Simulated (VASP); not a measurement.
# Tl (Im-3m) in VASP: a series of runs

Tl is run at these levels: PBE; tasks: density of states.

All numbers are computed with VASP 6.6.1; they aren't measurements. Logs are shortened: lines on timing, memory, paths and dates and some standing lists are left out, and cuts for length are marked.

## 1. The cell of the first run

It takes space group Im-3m (No. 229, cubic). The conventional cell has a = 3.979 Å, b = 3.979 Å, c = 3.979 Å, α = 90.00°, β = 90.00°, γ = 90.00°. Tl (site symmetry m-3m) has 14 Tl at 3.45 to 3.98 Å within 4.5 Å.

## 2. Density of states, PBE

Contents of POSCAR:

```
Tl
1.0
   -1.9893391070      1.9893391070      1.9893391070
    1.9893391070     -1.9893391070      1.9893391070
    1.9893391070      1.9893391070     -1.9893391070
Tl
1
Direct
    0.0000000000      0.0000000000      0.0000000000
```

Contents of INCAR.step1:

```
SYSTEM = Tl
PREC = Accurate
ENCUT = 520
EDIFF = 1E-6
ISMEAR = -1
SIGMA = 0.08
LREAL = .FALSE.
LASPH = .TRUE.
NELM = 100
ALGO = Normal
ISIF = 2
LWAVE = .FALSE.
LCHARG = .TRUE.
GGA = PE
NBANDS = 12
```

Contents of KPOINTS.step1:

```
Automatic mesh
0
G
  15 15 15
  0 0 0
```

Contents of INCAR.step2:

```
SYSTEM = Tl
PREC = Accurate
ENCUT = 520
EDIFF = 1E-6
ISMEAR = -5
SIGMA = 0.08
LREAL = .FALSE.
LASPH = .TRUE.
NELM = 100
ALGO = Normal
ISIF = 2
LWAVE = .FALSE.
LCHARG = .FALSE.
GGA = PE
LORBIT = 11
NEDOS = 2001
ICHARG = 11
```

Contents of KPOINTS.step2:

```
Automatic mesh
0
G
  23 23 23
  0 0 0
```

Potentials or basis: VASP PAW PBE potentials, release 64 (Tl_d).

Launch:

```console
cat potpaw_PBE.64/Tl_d/POTCAR > POTCAR
cp INCAR.step1 INCAR
cp KPOINTS.step1 KPOINTS
mpirun -np 1 vasp_std > vasp.out
cp INCAR.step2 INCAR
cp KPOINTS.step2 KPOINTS
mpirun -np 1 vasp_std > vasp.out
```

OUTCAR:

```text
SYSTEM = Tl
   PREC = Accurate
   ENCUT = 520
   EDIFF = 1E-6
   ISMEAR = -5
   LREAL = .FALSE.
   LASPH = .TRUE.
   NELM = 100
   ISIF = 2
   GGA = PE
   LORBIT = 11
   ICHARG = 11

 ion  position               nearest neighbor table
   1  0.000  0.000  0.000-

  LATTYP: Found a body centered cubic cell.
 ALAT       =     3.9786782140

  Lattice vectors:

 A1 = (  -1.9893391070,   1.9893391070,   1.9893391070)
 A2 = (   1.9893391070,  -1.9893391070,   1.9893391070)
 A3 = (   1.9893391070,   1.9893391070,  -1.9893391070)

Analysis of symmetry for initial positions (statically):
=====================================================================
 Subroutine PRICEL returns:
 Original cell was already a primitive cell.

 Routine SETGRP: Setting up the symmetry group for a
 body centered cubic supercell.

 Subroutine GETGRP returns: Found 48 space group operations
 (whereof 48 operations were pure point group operations)
 out of a pool of 48 trial point group operations.

The static configuration has the point symmetry O_h .

Analysis of symmetry for dynamics (positions and initial velocities):
=====================================================================
 Subroutine PRICEL returns:
 Original cell was already a primitive cell.

 Routine SETGRP: Setting up the symmetry group for a
 body centered cubic supercell.

 Subroutine GETGRP returns: Found 48 space group operations
 (whereof 48 operations were pure point group operations)
 out of a pool of 48 trial point group operations.

The dynamic configuration has the point symmetry O_h .

 Subroutine INISYM returns: Found 48 space group operations
 (whereof 48 operations are pure point group operations),
 and found     1 'primitive' translations

----------------------------------------------------------------------------------------

                                     Primitive cell

  volume of cell :      31.4910

  direct lattice vectors                    reciprocal lattice vectors
    -1.989339107  1.989339107  1.989339107     0.000000000  0.251339753  0.251339753
     1.989339107 -1.989339107  1.989339107     0.251339753  0.000000000  0.251339753
     1.989339107  1.989339107 -1.989339107     0.251339753  0.251339753  0.000000000

  length of vectors
     3.445636407  3.445636407  3.445636407     0.355448088  0.355448088  0.355448088

  position of ions in fractional coordinates (direct lattice)
     0.000000000  0.000000000  0.000000000

  ion indices of the primitive-cell ions
   primitive index   ion index
                 1           1

----------------------------------------------------------------------------------------

 KPOINTS: Automatic mesh

Automatic generation of k-mesh.
 Grid dimensions read from file:
 generate k-points for:   23   23   23

 Generating k-lattice:

  Cartesian coordinates                     Fractional coordinates (reciprocal lattice)
     0.000000000  0.010927815  0.010927815     0.043478261  0.000000000  0.000000000
     0.010927815  0.000000000  0.010927815     0.000000000  0.043478261  0.000000000
     0.010927815  0.010927815  0.000000000     0.000000000  0.000000000  0.043478261

  Length of vectors
     0.015454265  0.015454265  0.015454265

  Shift w.r.t. Gamma in fractional coordinates (k-lattice)
     0.000000000  0.000000000  0.000000000

 TETIRR: Found  14515 inequivalent tetrahedra from    73002

 Subroutine IBZKPT returns following result:
 ===========================================

 Found    364 irreducible k-points:

 Following reciprocal coordinates:
            Coordinates               Weight
  0.000000  0.000000  0.000000      1.000000
  0.043478  0.000000  0.000000     12.000000
  0.086957  0.000000  0.000000     12.000000
  0.130435  0.000000  0.000000     12.000000
  0.173913  0.000000  0.000000     12.000000
  0.217391  0.000000  0.000000     12.000000
[... 16 lines left out ...]
  0.478261  0.043478  0.000000     24.000000
  0.086957  0.086957  0.000000     24.000000
 [... further k-points ...]
   k-points           NKPTS =    364   k-points in BZ     NKDIM =    364   number of bands    NBANDS=     10
   number of dos      NEDOS =   2001   number of ions     NIONS =      1
   total plane-waves  NPLWV =  21952
   dimension x,y,z NGX =    28 NGY =   28 NGZ =   28
   dimension x,y,z NGXF=    56 NGYF=   56 NGZF=   56
   ions per type =               1
   NGX,Y,Z   is equivalent  to a cutoff of  13.51, 13.51, 13.51 a.u.
   NGXF,Y,Z  is equivalent  to a cutoff of  27.02, 27.02, 27.02 a.u.
 SYSTEM =  Tl
   PREC   = accura    normal or accurate (medium, high low for compatibility)
   ISTART =      0    job   : 0-new  1-cont  2-samecut
   ICHARG =     11    charge: 1-file 2-atom 10-const
   ISPIN  =      1    spin polarized calculation?
   LNONCOLLINEAR =      F non collinear calculations
   LSORBIT =      F    spin-orbit coupling
   LASPH  =      T    aspherical Exc in radial PAW
   ENCUT  =  520.0 eV  38.22 Ry    6.18 a.u.   6.41  6.41  6.41*2*pi/ulx,y,z
   NELM   =    100;   NELMIN=  2; NELMDL=  0     # of ELM steps
   EDIFF  = 0.1E-05   stopping-criterion for ELM
   LREAL  =      F    real-space projection
   EDIFFG = 0.1E-04   stopping-criterion for IOM
   NSW    =      0    number of steps for IOM
   IBRION =     -1    ionic relax: 0-MD 1-quasi-New 2-CG
   NFREE  =      0    steps in history (QN), initial steepest desc. (CG)
   ISIF   =      2    stress and relaxation
   ISYM   =      2    0-nonsym 1-usesym 2-fastsym
   POTIM  = 0.5000    time-step for ionic-motion
   TEBEG  =    0.0;   TEEND  =   0.0 temperature during run
   PSTRESS=    0.0 pullay stress
   NELECT =      13.0000    total number of electrons
   NUPDOWN=      -1.0000    fix difference up-down
   EMIN   =  10.00;   EMAX   =-10.00  energy-range for DOS
   EFERMI =   0.00;   METHOD = LEGACY
   ISMEAR =    -5;   SIGMA  =   0.08  broadening in eV -4-tet -1-fermi 0-gaus
   EFERMI_NEDOS =   21; number of points for ismear=-14 and -15
   IALGO  =     38    algorithm
   IMIX   =      4    mixing-type and parameters
     AMIX     =   0.40;   BMIX     =  1.00
     AMIX_MAG =   1.60;   BMIX_MAG =  1.00
  volume/ion in A,a.u.               =      31.49       212.51
  Fermi-wavevector in a.u.,A,eV,Ry     =   1.218972  2.303523 20.216804  1.485893
  Thomas-Fermi vector in A             =   2.354240
   LORBIT       =     11    0 simple, 1 ext, 2 COOP (PROOUT), +10 PAW based schemes
   GGA     = PE    functional components
   LHFCALC =     F    Hartree Fock is set to
   AEXX    =    0.0000 exact exchange contribution
   IVDW    =     0    specifies the selected vdW correction
   LEPSILON=     F    determine dielectric tensor
   LRPA    =     F    only Hartree local field effects (RPA)
 non-spin polarized calculation
 Fermi weights with tetrahedron method with Bloechl corrections
  energy-cutoff  :      520.00
  volume of cell :       31.49
 maximum number of plane-waves:       887
 NGX is ok and might be reduce to    28

 number of electron      12.9999997 magnetization

 Free energy of the ion-electron system (eV)
  ---------------------------------------------------
  ext. energy  EPLUGINS =         0.00000000
  ---------------------------------------------------
  free energy    TOTEN  =        -2.22127493 eV

  energy without entropy =       -2.22127493  energy(sigma->0) =       -2.22127493

 E-fermi :   5.6321     XC(G=0):  -9.7188

 val. band max:        5.6701623720   @ k =  -0.3913  -0.3913   0.1739
 cond. band min:       5.3589377749   @ k =  -0.3478  -0.3478   0.0435
 fundamental gap:     -0.3112245971
 Fermi energy:         5.6320882989

 k-point     1 :       0.0000    0.0000    0.0000
  band No.  band energies     occupation
      1      -5.9436      2.00000
      2      -5.9436      2.00000
      3      -5.9436      2.00000
      4      -5.6025      2.00000
      5      -5.6025      2.00000
      6      -3.8089      2.00000
      7      15.4559      0.00000
      8      15.4559      0.00000
      9      15.4559      0.00000
     10      17.7148      0.00000

 k-point     2 :       0.0435    0.0000    0.0000
  band No.  band energies     occupation
      1      -5.9463      2.00000
      2      -5.9413      2.00000
      3      -5.9339      2.00000
      4      -5.6054      2.00000
      5      -5.6025      2.00000
      6      -3.7699      2.00000
      7      14.9857      0.00000
      8      15.3068      0.00000
      9      15.3836      0.00000
     10      17.4737      0.00000

 k-point     3 :       0.0870    0.0000    0.0000
  band No.  band energies     occupation
      1      -5.9540      2.00000
      2      -5.9354      2.00000
      3      -5.9052      2.00000
      4      -5.6137      2.00000
      5      -5.6027      2.00000
      6      -3.6520      2.00000
      7      13.8855      0.00000
      8      14.9122      0.00000
      9      15.1661      0.00000
     10      17.0355      0.00000

 k-point     4 :       0.1304    0.0000    0.0000
  band No.  band energies     occupation
      1      -5.9662      2.00000
      2      -5.9288      2.00000
      3      -5.8595      2.00000
      4      -5.6256      2.00000
      5      -5.6030      2.00000
      6      -3.4537      2.00000
      7      12.5531      0.00000
      8      14.3753      0.00000
      9      14.8250      0.00000
     10      16.6064      0.00000
[... 222 lines left out ...]
 k-point    22 :       0.4348    0.0435    0.0000
  band No.  band energies     occupation
      1      -6.0777      2.00000
      2      -6.0280      2.00000
      3      -5.6271      2.00000
      4      -5.6055      2.00000
      5      -5.3957      2.00000
      6       0.2873      2.00000
      7       3.6292      2.00000
      8      10.8680      0.00000
      9      12.3160      0.00000
     10      15.2556      0.00000

 k-point    23 :       0.4783    0.0435    0.0000
  band No.  band energies     occupation
      1      -6.0802      2.00000
      2      -6.0326      2.00000
      3      -5.6251      2.00000
      4      -5.6057      2.00000
      5      -5.3846      2.00000
      6       0.5545      2.00000
      7       3.2856      2.00000
      8      10.8126      0.00000
      9      12.2769      0.00000
     10      15.2352      0.00000

 k-point    24 :       0.0870    0.0870    0.0000
  band No.  band energies     occupation
      1      -5.9616      2.00000
      2      -5.9359      2.00000
      3      -5.8347      2.00000
      4      -5.6320      2.00000
      5      -5.6037      2.00000
      6      -3.3337      2.00000
      7      12.1187      0.00000
      8      13.6717      0.00000
      9      14.4519      0.00000
     10      17.0486      0.00000

 [... further k-points ...]
[... 5 lines left out ...]
  --------------------------------------------------------------------------------------
  -------------------------------------------------------------------------------------
  Total       -0.0401555     -0.0401555     -0.0401555      0.0000000      0.0000000     -0.0000000
  in kB       -2.0430044     -2.0430044     -2.0430044      0.0000000      0.0000000     -0.0000000
  external PRESSURE =      -2.0430044 kB  Pullay stress =       0.0000000 kB

 VOLUME and BASIS-vectors are now :
 -----------------------------------------------------------------------------
  energy-cutoff  :      520.00
  volume of cell :       31.49
      direct lattice vectors                 reciprocal lattice vectors
    -1.989339107  1.989339107  1.989339107     0.000000000  0.251339753  0.251339753
     1.989339107 -1.989339107  1.989339107     0.251339753  0.000000000  0.251339753
     1.989339107  1.989339107 -1.989339107     0.251339753  0.251339753  0.000000000

 POSITION                                       TOTAL-FORCE (eV/Angst)
 -----------------------------------------------------------------------------------
      0.00000      0.00000      0.00000        -0.000000     -0.000000     -0.000000
 -----------------------------------------------------------------------------------
    total drift:                               -0.000000     -0.000000      0.000000

  FREE ENERGIE OF THE ION-ELECTRON SYSTEM (eV)
  ---------------------------------------------------
  free  energy   TOTEN  =        -2.2212749337 eV

  energy  without entropy=       -2.2212749337  energy(sigma->0) =       -2.22127493

 total charge

# of ion       s       p       d       tot
------------------------------------------
    1        1.189   0.357   9.638  11.183
```

Run time: 49 s. Hardware: 1 thread of AMD EPYC 9R45 (Zen 5), shared host; peak memory 0.22 GiB.

Results:

```
Valence electrons inside the program's atomic spheres : Tl 11.18
```

Levels at points of the mesh, in eV from the Fermi level:
| k point | band 2 | band 3 | band 4 | band 5 | band 6 | band 7 | band 8 | band 9 | band 10 |
| --- | --- | --- | --- | --- | --- | --- | --- | --- | --- |
| (0.00, 0.00, 0.00) | -11.58 | -11.58 | -11.23 | -11.23 | -9.44 | 9.82 | 9.82 | 9.82 | 12.08 |

Caveat: spin-orbit coupling is left out, which moves the levels of the heavy elements; tetrahedron occupations give inexact forces and stress in metals.

## 3. Density of states, PBE (volume scaled by 0.4)

Contents of POSCAR:

```
Tl
1.0
   -1.4657575863      1.4657575863      1.4657575863
    1.4657575863     -1.4657575863      1.4657575863
    1.4657575863      1.4657575863     -1.4657575863
Tl
1
Direct
    0.0000000000      0.0000000000      0.0000000000
```

Contents of INCAR.step1:

```
SYSTEM = Tl
  ALGO = Normal
  EDIFF = 1E-7
  ENCUT = 520
  GGA = PE
  ISIF = 2
  ISMEAR = -1
  LASPH = .TRUE.
  LCHARG = .TRUE.
  LREAL = .FALSE.
  LWAVE = .FALSE.
  NBANDS = 12
  NELM = 80
  PREC = Accurate
  SIGMA = 0.08
```

Contents of KPOINTS.step1:

```
k-points
0
G
  15 15 15
  0 0 0
```

Contents of INCAR.step2:

```
SYSTEM = Tl
  ALGO = Normal
  EDIFF = 1E-7
  ENCUT = 520
  GGA = PE
  ICHARG = 11
  ISIF = 2
  ISMEAR = -5
  LASPH = .TRUE.
  LCHARG = .FALSE.
  LORBIT = 10
  LREAL = .FALSE.
  LWAVE = .FALSE.
  NEDOS = 1001
  NELM = 80
  PREC = Accurate
  SIGMA = 0.08
```

Contents of KPOINTS.step2:

```
k-points
0
G
  23 23 23
  0 0 0
```

Potentials or basis: VASP PAW PBE potentials, release 64 (Tl_d).

Launch:

```console
cat potpaw_PBE.64/Tl_d/POTCAR > POTCAR
cp INCAR.step1 INCAR
cp KPOINTS.step1 KPOINTS
mpirun -np 1 vasp_std > vasp.out
cp INCAR.step2 INCAR
cp KPOINTS.step2 KPOINTS
mpirun -np 1 vasp_std > vasp.out
```

It took 32 s on 1 thread of Intel Xeon Platinum 8488C (Sapphire Rapids), shared host; peak memory 0.18 GiB.

Results (log left out):

```
Valence electrons inside the program's atomic spheres : Tl 12.45
```

Levels at points of the mesh, in eV from the Fermi level:
```
           k point  band 2  band 3  band 4  band 5  band 6  band 7  band 8  band 9  band 10
(0.00, 0.00, 0.00)  -16.38  -16.38  -16.38  -14.02  -14.02   10.90   10.90   10.90    22.13
```

Caveat: spin-orbit coupling is left out, which moves the levels of the heavy elements; tetrahedron occupations give inexact forces and stress in metals.
